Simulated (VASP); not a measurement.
# Co (P6/mmm) in VASP: a series of runs, part 3 of 3

VASP 6.6.1. The steps go on from the part before.

**5. Single point, PBE, collinear spin, ferromagnetic start**

File INCAR:

```
SYSTEM = Co
  ALGO = Normal
  EDIFF = 1E-6
  ENCUT = 520
  GGA = PE
  ISIF = 2
  ISMEAR = -1
  ISPIN = 2
  LASPH = .True.
  LCHARG = .False.
  LMAXMIX = 4
  LORBIT = 11
  LREAL = .False.
  LWAVE = .False.
  MAGMOM = 1.692 1.75 1.75
  NBANDS = 24
  NELM = 150
  PREC = Accurate
  SIGMA = 0.05
```

File KPOINTS:

```
k-points
0
Gamma
  12 12 17
  0 0 0
```

File POSCAR:

```
Co
1.0
    3.9630058424      0.0000000000      0.0000000000
   -1.9815029212      3.4320637348      0.0000000000
    0.0000000000      0.0000000000      2.4391648427
Co
3
Direct
    1.0000000000      1.0000000000      0.0000000000
    0.3333333333      0.6666666667      0.5000000000
    0.6666666667      0.3333333333      0.5000000000
```

Potentials or basis: VASP PAW PBE potentials, release 64 (Co).

Started as:

```sh
$ cat potpaw_PBE.64/Co/POTCAR > POTCAR
$ mpirun -np 1 vasp_std > vasp.out
```

OUTCAR:

```text
SYSTEM = Co
   EDIFF = 1E-6
   ENCUT = 520
   GGA = PE
   ISIF = 2
   ISMEAR = -1
   ISPIN = 2
   LASPH = .True.
   LORBIT = 11
   LREAL = .False.
   NELM = 150
   PREC = Accurate

 ion  position               nearest neighbor table
   1  0.000  0.000  0.000-   2 2.59   3 2.59   2 2.59   3 2.59   2 2.59   2 2.59   3 2.59   3 2.59
                             3 2.59   3 2.59   2 2.59   2 2.59
   2  0.333  0.667  0.500-   3 2.29   3 2.29   3 2.29   1 2.59   1 2.59   1 2.59   1 2.59   1 2.59
                             1 2.59
   3  0.667  0.333  0.500-   2 2.29   2 2.29   2 2.29   1 2.59   1 2.59   1 2.59   1 2.59   1 2.59
                             1 2.59

  LATTYP: Found a hexagonal cell.
 ALAT       =     3.9630058424
 C/A-ratio  =     0.6154835344

  Lattice vectors:

 A1 = (   3.9630058424,   0.0000000000,   0.0000000000)
 A2 = (  -1.9815029212,   3.4320637348,   0.0000000000)
 A3 = (   0.0000000000,   0.0000000000,   2.4391648427)

Analysis of symmetry for initial positions (statically):
=====================================================================
 Subroutine PRICEL returns:
 Original cell was already a primitive cell.

 Routine SETGRP: Setting up the symmetry group for a
 hexagonal supercell.

 Subroutine GETGRP returns: Found 24 space group operations
 (whereof 24 operations were pure point group operations)
 out of a pool of 24 trial point group operations.

The static configuration has the point symmetry D_6h.

Analysis of symmetry for dynamics (positions and initial velocities):
=====================================================================
 Subroutine PRICEL returns:
 Original cell was already a primitive cell.

 Routine SETGRP: Setting up the symmetry group for a
 hexagonal supercell.

 Subroutine GETGRP returns: Found 24 space group operations
 (whereof 24 operations were pure point group operations)
 out of a pool of 24 trial point group operations.

The dynamic configuration has the point symmetry D_6h.

Analysis of structural, dynamic, and magnetic symmetry:
=====================================================================
 Subroutine PRICEL returns:
 Original cell was already a primitive cell.
[... 159 lines left out ...]

 val. band max:       10.0914454525   @ k =   0.5000  -0.0000   0.2353
 cond. band min:      10.0983695933   @ k =   0.3333  -0.0000   0.0000
 fundamental gap:      0.0069241408
 Fermi energy:        10.0939005172

 spin component 1

 k-point     1 :       0.0000    0.0000    0.0000
  band No.  band energies     occupation
      1       1.1985      1.00000
      2       5.4226      1.00000
      3       6.6504      1.00000
      4       6.6504      1.00000
      5       6.6972      1.00000
      6       6.6972      1.00000
[... 637 lines left out ...]
     23      27.1113      0.00000
     24      29.6474      0.00000

 [... further k-points ...]

 spin component 2

 k-point     1 :       0.0000    0.0000    0.0000
  band No.  band energies     occupation
      1       1.2105      1.00000
      2       6.6074      1.00000
      3       7.8001      1.00000
      4       7.8001      1.00000
      5       7.8351      1.00000
      6       7.8351      1.00000
[... 637 lines left out ...]
     23      27.4263      0.00000
     24      29.7633      0.00000

 [... further k-points ...]

------------------------ aborting loop because EDIFF is reached ----------------------------------------

  FORCE on cell =-STRESS in cart. coord.  units (eV):
  Direction    XX          YY          ZZ          XY          YZ          ZX
  --------------------------------------------------------------------------------------
  -------------------------------------------------------------------------------------
  Total       -0.1677093     -0.1677093     -0.0902782      0.0000000     -0.0000000      0.0000000
  in kB       -8.0992800     -8.0992800     -4.3598596      0.0000000     -0.0000000      0.0000000
  external PRESSURE =      -6.8528066 kB  Pullay stress =       0.0000000 kB

 VOLUME and BASIS-vectors are now :
 -----------------------------------------------------------------------------
  energy-cutoff  :      520.00
  volume of cell :       33.18
      direct lattice vectors                 reciprocal lattice vectors
     3.963005842  0.000000000  0.000000000     0.252333718  0.145684940  0.000000000
    -1.981502921  3.432063735  0.000000000     0.000000000  0.291369880  0.000000000
     0.000000000  0.000000000  2.439164843     0.000000000  0.000000000  0.409976391

 POSITION                                       TOTAL-FORCE (eV/Angst)
 -----------------------------------------------------------------------------------
      0.00000      0.00000      0.00000         0.000000      0.000000      0.000000
     -0.00000      2.28804      1.21958        -0.000000     -0.000000      0.000000
      1.98150      1.14402      1.21958         0.000000      0.000000      0.000000
 -----------------------------------------------------------------------------------
    total drift:                               -0.000000      0.000000      0.000000

  FREE ENERGIE OF THE ION-ELECTRON SYSTEM (eV)
  ---------------------------------------------------
  free  energy   TOTEN  =       -20.8754284857 eV

  energy  without entropy=      -20.8584481553  energy(sigma->0) =      -20.86693832

 total charge

# of ion       s       p       d       tot
------------------------------------------
    1        0.462   0.489   7.243   8.194
    2        0.497   0.518   7.271   8.286
    3        0.497   0.518   7.271   8.286
--------------------------------------------------
tot          1.456   1.525  21.786  24.767

 magnetization (x)

# of ion       s       p       d       tot
------------------------------------------
    1       -0.008  -0.052   1.697   1.636
    2       -0.010  -0.047   1.746   1.689
    3       -0.010  -0.047   1.746   1.689
--------------------------------------------------
tot         -0.029  -0.147   5.190   5.014
```

OSZICAR:

```text
N       E                     dE             d eps       ncg     rms          rms(c)
DAV:   1     0.154292647602E+03    0.15429E+03   -0.11387E+04 16864   0.147E+03
DAV:   2    -0.162947478273E+02   -0.17059E+03   -0.15861E+03 16536   0.274E+02
DAV:   3    -0.237515689411E+02   -0.74568E+01   -0.71915E+01 18712   0.790E+01
DAV:   4    -0.238793728109E+02   -0.12780E+00   -0.12773E+00 23640   0.860E+00
DAV:   5    -0.238814073605E+02   -0.20345E-02   -0.20345E-02 20744   0.997E-01    0.178E+01
DAV:   6    -0.216807342595E+02    0.22007E+01   -0.18521E+01 18616   0.708E+01    0.119E+01
DAV:   7    -0.254951535595E+02   -0.38144E+01   -0.25570E+01 19688   0.910E+01    0.351E+01
DAV:   8    -0.208627294759E+02    0.46324E+01   -0.23907E+01 19720   0.459E+01    0.482E+00
DAV:   9    -0.208761016459E+02   -0.13372E-01   -0.39736E-01 18720   0.718E+00    0.265E+00
DAV:  10    -0.208747411765E+02    0.13605E-02   -0.62867E-02 24200   0.252E+00    0.106E+00
DAV:  11    -0.208782667977E+02   -0.35256E-02   -0.29669E-02 27376   0.180E+00    0.853E-01
DAV:  12    -0.208757316281E+02    0.25352E-02   -0.26965E-03 25456   0.138E+00    0.522E-01
DAV:  13    -0.208750510611E+02    0.68057E-03   -0.38261E-03 24568   0.632E-01    0.241E-01
DAV:  14    -0.208753343758E+02   -0.28331E-03   -0.41818E-04 24000   0.325E-01    0.132E-01
DAV:  15    -0.208754261039E+02   -0.91728E-04   -0.18595E-04 25160   0.226E-01    0.155E-02
DAV:  16    -0.208754291225E+02   -0.30186E-05   -0.28129E-05 20352   0.432E-02    0.803E-03
DAV:  17    -0.208754284857E+02    0.63684E-06   -0.87490E-07 11400   0.140E-02
   1 F= -.20875428E+02 E0= -.20866938E+02  d E =-.169803E-01  mag=     4.9541
```

stdout:

```text
POSCAR found type information on POSCAR Co
 POSCAR found :  1 types and       3 ions
 scaLAPACK will be used
 LDA part: xc-table for (Slater+PW92), standard interpolation
 POSCAR, INCAR and KPOINTS ok, starting setup
 FFT: planning ... GRIDC
 FFT: planning ... GRID_SOFT
 FFT: planning ... GRID
 WAVECAR not read
 entering main loop
```

Run time: 2.3 min. Hardware: 1 thread of Intel Xeon 6975P-C (Granite Rapids), shared host; peak memory 0.29 GiB.

Results:

```yaml
Free_energy: -20.8754 eV
Pressure: -0.7 GPa
Net_moment: 4.95 μB per cell
Site_moments: Co +1.64, +1.69 (each value once) μB
Valence_electrons_inside_the_program's_atomic_spheres: Co 8.19, 8.29 (each value once)
```

Stress tensor (GPa, compression positive):
```
-0.81  0.00  0.00
 0.00 -0.81  0.00
 0.00  0.00 -0.44
```

**6. The runs side by side**

| task | spin | cell | k mesh | cutoff (eV) | smearing | gap on the mesh (eV) | pressure (GPa) | moment (μB) | relaxed volume (Å³/atom) |
| --- | --- | --- | --- | --- | --- | --- | --- | --- | --- |
| relaxation of cell and atoms | off | relaxed from a = 3.970, b = 3.970, c = 2.434 Å, angles 90.0, 90.0, 120.0°, 3 atoms | 9 × 9 × 13 | 600 | fermi-dirac 0.1 eV | none | -0.1 | - | 10.54 |
| relaxation of cell and atoms | collinear, ferromagnetic start | relaxed from a = 3.970, b = 3.970, c = 2.434 Å, angles 90.0, 90.0, 120.0°, 3 atoms | 9 × 9 × 13 | 600 | fermi-dirac 0.05 eV | none | 0.0 | 4.96 | 11.02 |
| single point | collinear, ferromagnetic start | a = 4.116, b = 4.116, c = 2.533 Å, angles 90.0, 90.0, 120.0°, 3 atoms | 10 × 10 × 14 | 520 | fermi-dirac 0.05 eV | none | -18.0 | 5.15 | - |
| single point | collinear, ferromagnetic start | a = 3.963, b = 3.963, c = 2.439 Å, angles 90.0, 90.0, 120.0°, 3 atoms | 12 × 12 × 17 | 520 | fermi-dirac 0.05 eV | none | -0.7 | 4.95 | - |

Alike in all rows: level PBE; potentials or basis VASP PAW PBE potentials, release 64 (Co).

Caveats: the cell stands under tension (at least some runs).

Total energies depend on the potentials used, so only differences within one code and one set of settings carry meaning.
